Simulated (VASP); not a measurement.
# KF (Fm-3m) in VASP: notebook, part 2 of 2

VASP 6.6.1. Earlier steps stand in the parts before.

## (3) Single point, r2SCAN (strain +1.0%)

POSCAR reads:

```
KF
1.0
    0.0000000000      2.6855501609      2.6855501609
    2.6855501609      0.0000000000      2.6855501609
    2.6855501609      2.6855501609      0.0000000000
K F
1 1
Direct
    0.0000000000      0.0000000000      0.0000000000
    0.5000000000      0.5000000000      0.5000000000
```

INCAR.step1 reads:

```
PREC = Accurate ; ENCUT = 520
ISMEAR = 0 ; SIGMA = 0.01
LREAL = F ; LASPH = T
NELM = 60 ; NBANDS = 15
GGA = PE ; ALGO = Normal
EDIFF = 1E-4 ; LWAVE = T
LCHARG = F
```

INCAR.step2 reads:

```
PREC = Accurate ; ENCUT = 520
EDIFF = 1E-6 ; ISMEAR = 0
SIGMA = 0.01 ; LREAL = F
LASPH = T ; NELM = 60
ALGO = Normal ; ISIF = 2
LWAVE = F ; LCHARG = T
METAGGA = R2SCAN ; LMIXTAU = T
LELF = T ; LVHAR = T
NBANDS = 15 ; ISTART = 1
```

KPOINTS reads:

```
Automatic mesh
0
Gamma
  8 8 8
```

Potentials or basis: VASP PAW PBE potentials, release 64 (K_sv, F).

Started as:

```sh
> cat potpaw_PBE.64/K_sv/POTCAR potpaw_PBE.64/F/POTCAR > POTCAR
> cp INCAR.step1 INCAR
> mpirun -np 1 vasp_std > vasp.out
> cp INCAR.step2 INCAR
> mpirun -np 1 vasp_std > vasp.out
```

OUTCAR:

```text
PREC = Accurate
   ENCUT = 520
   EDIFF = 1E-6
   ISMEAR = 0
   LREAL = F
   LASPH = T
   NELM = 60
   ISIF = 2
   METAGGA = R2SCAN
   ISTART = 1

 ion  position               nearest neighbor table
   1  0.000  0.000  0.000-   2 2.69   2 2.69   2 2.69   2 2.69   2 2.69   2 2.69
   2  0.500  0.500  0.500-   1 2.69   1 2.69   1 2.69   1 2.69   1 2.69   1 2.69

  LATTYP: Found a face centered cubic cell.
 ALAT       =     5.3711003218

  Lattice vectors:

 A1 = (   0.0000000000,   2.6855501609,   2.6855501609)
 A2 = (   2.6855501609,   0.0000000000,   2.6855501609)
 A3 = (   2.6855501609,   2.6855501609,   0.0000000000)

Analysis of symmetry for initial positions (statically):
=====================================================================
 Subroutine PRICEL returns:
 Original cell was already a primitive cell.

 Routine SETGRP: Setting up the symmetry group for a
 face centered cubic supercell.

 Subroutine GETGRP returns: Found 48 space group operations
[... 9 lines left out ...]

 Routine SETGRP: Setting up the symmetry group for a
 face centered cubic supercell.

 Subroutine GETGRP returns: Found 48 space group operations
[... 11 lines left out ...]
                                     Primitive cell

  volume of cell :      38.7373

  direct lattice vectors                    reciprocal lattice vectors
     0.000000000  2.685550161  2.685550161    -0.186181590  0.186181590  0.186181590
     2.685550161  0.000000000  2.685550161     0.186181590 -0.186181590  0.186181590
     2.685550161  2.685550161  0.000000000     0.186181590  0.186181590 -0.186181590

  length of vectors
     3.797941460  3.797941460  3.797941460     0.322475974  0.322475974  0.322475974

  position of ions in fractional coordinates (direct lattice)
     0.000000000  0.000000000  0.000000000
     0.500000000  0.500000000  0.500000000

  ion indices of the primitive-cell ions
   primitive index   ion index
                 1           1
                 2           2
[... 92 lines left out ...]
     AMIX_MAG =   1.60;   BMIX_MAG =  1.00
  volume/ion in A,a.u.               =      19.37       130.71
  Fermi-wavevector in a.u.,A,eV,Ry     =   1.219190  2.303936 20.224045  1.486425
  Thomas-Fermi vector in A             =   2.354451
   LORBIT       =      0    0 simple, 1 ext, 2 COOP (PROOUT), +10 PAW based schemes
   METAGGA = R2SCAN    functional components
   LHFCALC =     F    Hartree Fock is set to
   AEXX    =    0.0000 exact exchange contribution
   IVDW    =     0    specifies the selected vdW correction
   LEPSILON=     F    determine dielectric tensor
   LRPA    =     F    only Hartree local field effects (RPA)
 non-spin polarized calculation
 Gauss-broadening in eV      SIGMA  =   0.01
  energy-cutoff  :      520.00
  volume of cell :       38.74
 maximum number of plane-waves:      1056
   NGX = 15   NGY = 15   NGZ = 15

 number of electron      15.9999994 magnetization

 Free energy of the ion-electron system (eV)
  ---------------------------------------------------
  ext. energy  EPLUGINS =         0.00000000
  ---------------------------------------------------
  free energy    TOTEN  =       -14.97073565 eV

  energy without entropy =      -14.97073565  energy(sigma->0) =      -14.97073565

 E-fermi :  -3.2697     XC(G=0):  -8.8216

 val. band max:       -3.3881607598   @ k =   0.0000   0.0000   0.0000
 cond. band min:       3.3602084483   @ k =   0.0000   0.0000   0.0000
 fundamental gap:      6.7483692081
 Fermi energy:        -3.2696552178

 k-point     1 :       0.0000    0.0000    0.0000
  band No.  band energies     occupation
      1     -30.5559      2.00000
      2     -23.1705      2.00000
      3     -13.0523      2.00000
      4     -13.0523      2.00000
      5     -13.0523      2.00000
      6      -3.3882      2.00000
      7      -3.3882      2.00000
      8      -3.3882      2.00000
      9       3.3602      0.00000
     10       8.0223      0.00000
     11       8.0223      0.00000
     12       8.0224      0.00000
     13       9.8619      0.00000
     14       9.8619      0.00000
[... 401 lines left out ...]
      2     -23.2291      2.00000
      3     -13.3563      2.00000
      4     -13.2542      2.00000
      5     -13.1213      2.00000
      6      -3.9255      2.00000
      7      -3.6501      2.00000
      8      -3.6302      2.00000
      9       6.5557      0.00000
     10       7.2447      0.00000
     11       9.1113      0.00000
     12      10.1283      0.00000
     13      11.4543      0.00000
     14      12.4476      0.00000
     15      12.8317      0.00000

 [... further k-points ...]
[... 5 lines left out ...]
  --------------------------------------------------------------------------------------
  -------------------------------------------------------------------------------------
  Total       -0.2460618     -0.2460618     -0.2460618      0.0000000      0.0000000      0.0000000
  in kB      -10.1771240    -10.1771240    -10.1771240      0.0000000      0.0000000      0.0000000
  external PRESSURE =     -10.1771240 kB  Pullay stress =       0.0000000 kB

 VOLUME and BASIS-vectors are now :
 -----------------------------------------------------------------------------
  energy-cutoff  :      520.00
  volume of cell :       38.74
      direct lattice vectors                 reciprocal lattice vectors
     0.000000000  2.685550161  2.685550161    -0.186181590  0.186181590  0.186181590
     2.685550161  0.000000000  2.685550161     0.186181590 -0.186181590  0.186181590
     2.685550161  2.685550161  0.000000000     0.186181590  0.186181590 -0.186181590

 POSITION                                       TOTAL-FORCE (eV/Angst)
 -----------------------------------------------------------------------------------
      0.00000      0.00000      0.00000         0.000000      0.000000      0.000000
      2.68555      2.68555      2.68555         0.000000     -0.000000      0.000000
 -----------------------------------------------------------------------------------
    total drift:                                0.000000      0.000000      0.000000

  FREE ENERGIE OF THE ION-ELECTRON SYSTEM (eV)
  ---------------------------------------------------
  free  energy   TOTEN  =       -14.9707356533 eV

  energy  without entropy=      -14.9707356533  energy(sigma->0) =      -14.97073565
```

OUTCAR.step1:

```text
PREC = Accurate
   ENCUT = 520
   ISMEAR = 0
   LREAL = F
   LASPH = T
[... 652 lines left out ...]
 -----------------------------------------------------------------------------------
      0.00000      0.00000      0.00000         0.000000      0.000000     -0.000000
      2.68555      2.68555      2.68555        -0.000000     -0.000000      0.000000
 -----------------------------------------------------------------------------------
    total drift:                                0.000000      0.000000      0.000000

  FREE ENERGIE OF THE ION-ELECTRON SYSTEM (eV)
  ---------------------------------------------------
  free  energy   TOTEN  =        -8.2950773329 eV

  energy  without entropy=       -8.2950773329  energy(sigma->0) =       -8.29507733
```

It took 29 s on 1 thread of Intel Xeon 6975P-C (Granite Rapids), shared host; peak memory 0.17 GiB.

Results:

| Item | Value |
| --- | --- |
| Free energy | -14.9707 eV |
| Pressure | -1.0 GPa |
| Band gap on the k mesh | 6.75 eV, direct |

Caveat: the cell differs from its parent crystal (strain +1.0%); the PAW data sets were made with another functional, which shifts forces and pressure a little. A k mesh can miss the band edges.
